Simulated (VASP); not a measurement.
# SiC6 in VASP: a series of runs

The runs below take SiC6 through single point, with PBE.

All numbers are computed with VASP 6.6.1; they aren't measurements. Logs are shortened: lines on timing, memory, paths and dates and some standing lists are left out, and cuts for length are marked.

### 1 The cell of the first run

The cell holds a disordered packing, 14 atoms: a = 5.263 Å, b = 5.133 Å, c = 5.339 Å, α = 87.44°, β = 86.81°, γ = 90.85°.

### 2 Single point, PBE

The input, INCAR:

```
ALGO = Normal
EDIFF = 1E-6
ENCUT = 520
GGA = PE
GGA_COMPAT = False
ISIF = 2
ISMEAR = -1
ISYM = -1
LASPH = True
LCHARG = True
LELF = True
LREAL = False
LVHAR = True
LWAVE = False
NBANDS = 41
NELM = 120
PREC = Accurate
SIGMA = 0.05
```

The input, KPOINTS:

```
explicit points
1
Reciprocal
  0.25000000   0.25000000   0.25000000 1
```

The input, POSCAR:

```
SiC6
1.0
    5.2607330000     -0.0401340000      0.1481530000
   -0.0401340000      5.1317960000      0.1176100000
    0.1481530000      0.1176100000      5.3357620000
Si C
2 12
Direct
    0.5238875659      0.0971235622      0.6872918588
    0.0903226299      0.7276045602      0.0492291184
    0.7897276704      0.9346587596      0.4586756793
    0.5791466310      0.8450072331      0.0515664658
    0.3507646040      0.2619469019      0.1103862197
    0.3338890100      0.9840213617      0.0747590671
    0.6144744242      0.6221306260      0.9194529268
    0.0385844278      0.9210064073      0.5897504495
    0.1002741014      0.6398133918      0.6942147416
    0.7914208264      0.8821291649      0.2146072893
    0.1769191637      0.1437599126      0.5975591287
    0.1356741832      0.4148132515      0.5326686753
    0.2143122011      0.4466219685      0.2650061593
    0.5334323345      0.3711835728      0.9204268293
```

Potentials or basis: VASP PAW PBE potentials, release 64 (Si, C).

On the command line:

```sh
> cat potpaw_PBE.64/Si/POTCAR potpaw_PBE.64/C/POTCAR > POTCAR
> mpirun -np 1 vasp_std > vasp.out
```

OUTCAR:

```text
EDIFF = 1E-6
   ENCUT = 520
   GGA = PE
   ISIF = 2
   ISMEAR = -1
   ISYM = -1
   LASPH = True
   LREAL = False
   NELM = 120
   PREC = Accurate

 ion  position               nearest neighbor table
   1  0.524  0.097  0.687-  14 1.92  11 1.93   3 2.02   6 2.29   4 2.32   5 2.57
   2  0.090  0.728  0.049-   6 1.84  13 1.95  10 1.96   9 1.97
   3  0.790  0.935  0.459-  10 1.34   8 1.52   1 2.02
   4  0.579  0.845  0.052-   7 1.38  10 1.47   6 1.49   1 2.32
   5  0.351  0.262  0.110-  14 1.45   6 1.45  13 1.46   1 2.57
   6  0.334  0.984  0.075-   5 1.45   4 1.49   2 1.84   1 2.29
   7  0.614  0.622  0.919-  14 1.35   4 1.38
   8  0.039  0.921  0.590-  11 1.35   3 1.52   9 1.57
   9  0.100  0.640  0.694-  12 1.48   8 1.57   2 1.97
  10  0.791  0.882  0.215-   3 1.34   4 1.47   2 1.96
  11  0.177  0.144  0.598-   8 1.35  12 1.44   1 1.93
  12  0.136  0.415  0.533-  11 1.44  13 1.47   9 1.48
  13  0.214  0.447  0.265-   5 1.46  12 1.47   2 1.95
  14  0.533  0.371  0.920-   7 1.35   5 1.45   1 1.92

IMPORTANT INFORMATION: All symmetrisations will be switched off!
NOSYMM: (Re-)initialisation of all symmetry stuff for point group C_1.

----------------------------------------------------------------------------------------

                                     Primitive cell

  volume of cell :     143.8542

  direct lattice vectors                    reciprocal lattice vectors
     5.260733000 -0.040134000  0.148153000     0.190249624  0.001609753 -0.005317961
    -0.040134000  5.131796000  0.117610000     0.001609753  0.194975659 -0.004342318
     0.148153000  0.117610000  5.335762000    -0.005317961 -0.004342318  0.187658027

  length of vectors
     5.262971760  5.133300404  5.339113929     0.190330743  0.195030650  0.187783577

  position of ions in fractional coordinates (direct lattice)
     0.523887566  0.097123562  0.687291859
     0.090322630  0.727604560  0.049229118
     0.789727670  0.934658760  0.458675679
     0.579146631  0.845007233  0.051566466
     0.350764604  0.261946902  0.110386220
     0.333889010  0.984021362  0.074759067
     0.614474424  0.622130626  0.919452927
     0.038584428  0.921006407  0.589750450
     0.100274101  0.639813392  0.694214742
     0.791420826  0.882129165  0.214607289
     0.176919164  0.143759913  0.597559129
     0.135674183  0.414813252  0.532668675
     0.214312201  0.446621968  0.265006159
     0.533432334  0.371183573  0.920426829

  ion indices of the primitive-cell ions
   primitive index   ion index
                 1           1
                 2           2
                 3           3
                 4           4
                 5           5
                 6           6
                 7           7
                 8           8
                 9           9
                10          10
                11          11
                12          12
                13          13
                14          14

----------------------------------------------------------------------------------------

 KPOINTS: explicit points

Read explicit list of k-points.

 Found      1 k-points:

 Following reciprocal coordinates:
            Coordinates               Weight
  0.250000  0.250000  0.250000      1.000000
   k-points           NKPTS =      1   k-points in BZ     NKDIM =      1   number of bands    NBANDS=     41
   number of dos      NEDOS =    301   number of ions     NIONS =     14
   total plane-waves  NPLWV =  64000
   dimension x,y,z NGX =    40 NGY =   40 NGZ =   40
   dimension x,y,z NGXF=    80 NGYF=   80 NGZF=   80
   ions per type =               2  12
   NGX,Y,Z   is equivalent  to a cutoff of  12.64, 12.95, 12.45 a.u.
   NGXF,Y,Z  is equivalent  to a cutoff of  25.27, 25.91, 24.91 a.u.
 SYSTEM =  unknown system
   PREC   = accura    normal or accurate (medium, high low for compatibility)
   ISTART =      0    job   : 0-new  1-cont  2-samecut
   ICHARG =      2    charge: 1-file 2-atom 10-const
   ISPIN  =      1    spin polarized calculation?
   LNONCOLLINEAR =      F non collinear calculations
   LSORBIT =      F    spin-orbit coupling
   LASPH  =      T    aspherical Exc in radial PAW
   ENCUT  =  520.0 eV  38.22 Ry    6.18 a.u.   9.79  9.54  9.93*2*pi/ulx,y,z
   NELM   =    120;   NELMIN=  2; NELMDL= -5     # of ELM steps
   EDIFF  = 0.1E-05   stopping-criterion for ELM
   LREAL  =      F    real-space projection
   EDIFFG = 0.1E-04   stopping-criterion for IOM
   NSW    =      0    number of steps for IOM
   IBRION =     -1    ionic relax: 0-MD 1-quasi-New 2-CG
   NFREE  =      0    steps in history (QN), initial steepest desc. (CG)
   ISIF   =      2    stress and relaxation
   ISYM   =     -1    0-nonsym 1-usesym 2-fastsym
   POTIM  = 0.5000    time-step for ionic-motion
   TEBEG  =    0.0;   TEEND  =   0.0 temperature during run
   PSTRESS=    0.0 pullay stress
   NELECT =      56.0000    total number of electrons
   NUPDOWN=      -1.0000    fix difference up-down
   EMIN   =  10.00;   EMAX   =-10.00  energy-range for DOS
   EFERMI =   0.00;   METHOD = LEGACY
   ISMEAR =    -1;   SIGMA  =   0.05  broadening in eV -4-tet -1-fermi 0-gaus
   EFERMI_NEDOS =   21; number of points for ismear=-14 and -15
   IALGO  =     38    algorithm
   IMIX   =      4    mixing-type and parameters
     AMIX     =   0.40;   BMIX     =  1.00
     AMIX_MAG =   1.60;   BMIX_MAG =  1.00
  volume/ion in A,a.u.               =      10.28        69.34
  Fermi-wavevector in a.u.,A,eV,Ry     =   1.195354  2.258892 19.440982  1.428872
  Thomas-Fermi vector in A             =   2.331322
   LORBIT       =      0    0 simple, 1 ext, 2 COOP (PROOUT), +10 PAW based schemes
   GGA     = PE    functional components
   LHFCALC =     F    Hartree Fock is set to
   AEXX    =    0.0000 exact exchange contribution
   IVDW    =     0    specifies the selected vdW correction
   LEPSILON=     F    determine dielectric tensor
   LRPA    =     F    only Hartree local field effects (RPA)
 non-spin polarized calculation
  energy-cutoff  :      520.00
  volume of cell :      143.85
 maximum number of plane-waves:      3877
 NGX is ok and might be reduce to    40
   NGX = 19   NGY = 19   NGZ = 19

 number of electron      56.0000000 magnetization

 Free energy of the ion-electron system (eV)
  ---------------------------------------------------
  ext. energy  EPLUGINS =         0.00000000
  ---------------------------------------------------
  free energy    TOTEN  =      -110.82235344 eV

  energy without entropy =     -110.82235172  energy(sigma->0) =     -110.82235258

 E-fermi :   5.3074     XC(G=0): -10.2147

 val. band max:        4.5875957522   @ k =   0.2500   0.2500   0.2500
 cond. band min:       6.0273041618   @ k =   0.2500   0.2500   0.2500
 fundamental gap:      1.4397084096
 Fermi energy:         5.3074489872

 k-point     1 :       0.2500    0.2500    0.2500
  band No.  band energies     occupation
      1     -12.8415      2.00000
      2     -11.9892      2.00000
      3     -11.0551      2.00000
      4     -10.2016      2.00000
      5      -8.8430      2.00000
      6      -8.3692      2.00000
[... 32 lines left out ...]
     39      11.9978      0.00000
     40      12.1159      0.00000
 [bands above 40 left out]

------------------------ aborting loop because EDIFF is reached ----------------------------------------

  FORCE on cell =-STRESS in cart. coord.  units (eV):
  Direction    XX          YY          ZZ          XY          YZ          ZX
  --------------------------------------------------------------------------------------
  -------------------------------------------------------------------------------------
  Total        2.9803004     -8.7946223     -9.3386764      4.4465055     -9.5414133      3.1232343
  in kB       33.1931176    -97.9501689   -104.0095761     49.5229870   -106.2675594     34.7850440
  external PRESSURE =     -56.2555425 kB  Pullay stress =       0.0000000 kB

 VOLUME and BASIS-vectors are now :
 -----------------------------------------------------------------------------
  energy-cutoff  :      520.00
  volume of cell :      143.85
      direct lattice vectors                 reciprocal lattice vectors
     5.260733000 -0.040134000  0.148153000     0.190249624  0.001609753 -0.005317961
    -0.040134000  5.131796000  0.117610000     0.001609753  0.194975659 -0.004342318
     0.148153000  0.117610000  5.335762000    -0.005317961 -0.004342318  0.187658027

 POSITION                                       TOTAL-FORCE (eV/Angst)
 -----------------------------------------------------------------------------------
      2.85396      0.55822      3.75626         0.355706     -0.145943      0.448409
      0.45325      3.73608      0.36163         0.351351     -0.674021      0.697322
      4.18499      4.81873      2.67431        -0.115792      1.486339      1.323025
      3.02046      4.31923      0.46033        -0.665747      0.079566      0.000545
      1.85112      1.34316      0.67177        -1.355588      0.602641      1.113139
      1.72808      5.04519      0.56409         1.468822     -0.190476      0.102064
      3.34384      3.27612      5.07019        -0.196061     -0.634333     -0.104140
      0.25339      4.79423      3.26080        -0.877460     -2.595535     -1.140667
      0.60469      3.36101      3.79427        -0.189903      1.074344     -0.742786
      4.15985      4.52038      1.36609         0.296049     -0.955283     -0.593997
      1.01349      0.80092      3.23155         0.572742     -0.361526      1.460402
      0.77601      2.18594      2.91108        -0.059266      2.032755     -0.101349
      1.14878      2.31454      1.49829        -0.689152     -0.342954     -1.071704
      2.92771      1.99168      5.03386         1.104299      0.624427     -1.390263
 -----------------------------------------------------------------------------------
    total drift:                                0.000190     -0.000588     -0.000009

  FREE ENERGIE OF THE ION-ELECTRON SYSTEM (eV)
  ---------------------------------------------------
  free  energy   TOTEN  =      -110.8223534437 eV

  energy  without entropy=     -110.8223517222  energy(sigma->0) =     -110.82235258
```

It took 25 s on 1 thread of Intel Xeon Platinum 8259CL at 2.50GHz (Skylake/Cascade Lake), shared host; peak memory 0.22 GiB.

Results:

| Item | Value |
| --- | --- |
| Free energy | -110.8224 eV |
| Pressure | -5.6 GPa |
| Largest force | 2.968 eV/Å |

Forces in eV/Å, atoms in the order of the input:
```
Si   0.356 -0.146  0.448
Si   0.351 -0.674  0.697
C   -0.116  1.486  1.323
C   -0.666  0.080  0.001
C   -1.356  0.603  1.113
C    1.469 -0.190  0.102
C   -0.196 -0.634 -0.104
C   -0.877 -2.596 -1.141
C   -0.190  1.074 -0.743
C    0.296 -0.955 -0.594
C    0.573 -0.362  1.460
C   -0.059  2.033 -0.101
C   -0.689 -0.343 -1.072
C    1.104  0.624 -1.390
```

Levels at points of the mesh, in eV from the Fermi level:
```tsv
k point	band 26	band 27	band 28	band 29	band 30	band 31
(0.25, 0.25, 0.25)	-2.12	-1.42	-0.72	0.72	1.30	1.62
```

Caveat: the atoms stand as in a frame of molecular dynamics.

### 3 Single point, PBE

The input, INCAR:

```
SYSTEM = SiC6
PREC = Accurate
ENCUT = 520
EDIFF = 1E-6
ISMEAR = -1
SIGMA = 0.05
LREAL = .FALSE.
LASPH = .TRUE.
NELM = 120
ALGO = Normal
ISIF = 2
LWAVE = .FALSE.
LCHARG = .FALSE.
GGA = PE
ISYM = -1
NBANDS = 41
GGA_COMPAT = .FALSE.
```

KPOINTS is that of step 2.

The input, POSCAR:

```
SiC6
1.0
    5.2607330000     -0.0401340000      0.1481530000
   -0.0401340000      5.1317960000      0.1176100000
    0.1481530000      0.1176100000      5.3357620000
Si C
2 12
Direct
    0.5526421897      0.0783078215      0.6631576931
    0.1148741499      0.7007260092      0.0413606649
    0.8098935118      0.9396197695      0.4182917389
    0.6053157565      0.8539742150     -0.0030925766
    0.3518281572      0.2398603154      0.1062925279
    0.3590973318      0.9681368797      0.0791008060
    0.6191586111      0.6052817807      0.8828389655
    0.0557112929      0.8996154687      0.5478858370
    0.1160960263      0.6259237625      0.6617323133
    0.8101116834      0.8635071001      0.1793532871
    0.2070416893      0.1167814298      0.5854343744
    0.1700350757      0.3973894697      0.5132173845
    0.2105331009      0.4150872779      0.2466482716
    0.5417406920      0.3591751038      0.8833165548
```

Potentials or basis: VASP PAW PBE potentials, release 64 (Si, C).

On the command line:

```sh
> cat potpaw_PBE.64/Si/POTCAR potpaw_PBE.64/C/POTCAR > POTCAR
> mpirun -np 1 vasp_std > vasp.out
```

Run time: 22 s. Hardware: 1 thread of Intel Xeon Platinum 8259CL at 2.50GHz (Skylake/Cascade Lake), shared host; peak memory 0.22 GiB.

Results (log left out):

- Free energy: -111.0257 eV
- Pressure: -7.1 GPa
- Largest force: 1.725 eV/Å

Forces in eV/Å, atoms in the order of the input:
```
Si   0.561 -0.254  0.297
Si  -0.069  0.653 -0.559
C   -0.097  0.659  0.590
C   -0.518 -0.996  0.064
C    0.613 -0.628 -1.485
C   -0.137 -0.525 -0.124
C    0.087 -0.389  0.052
C    0.670 -0.586  0.218
C   -0.417  0.690  0.254
C    0.419 -0.383 -0.653
C   -0.507 -0.492  1.023
C   -1.439  0.739  0.141
C    0.056  0.483 -0.323
C    0.777  1.028  0.504
```

Stress tensor (GPa, compression positive):
```
  1.93   1.70   3.19
  1.70 -13.18  -9.28
  3.19  -9.28 -10.00
```

Levels at points of the mesh, in eV from the Fermi level:
```
           k point  band 26  band 27  band 28  band 29  band 30  band 31
(0.25, 0.25, 0.25)    -2.13    -1.45    -0.73     0.73     1.55     1.62
```

Caveat: the atoms stand as in a frame of molecular dynamics.

(Part 1 of 2 ends here.)
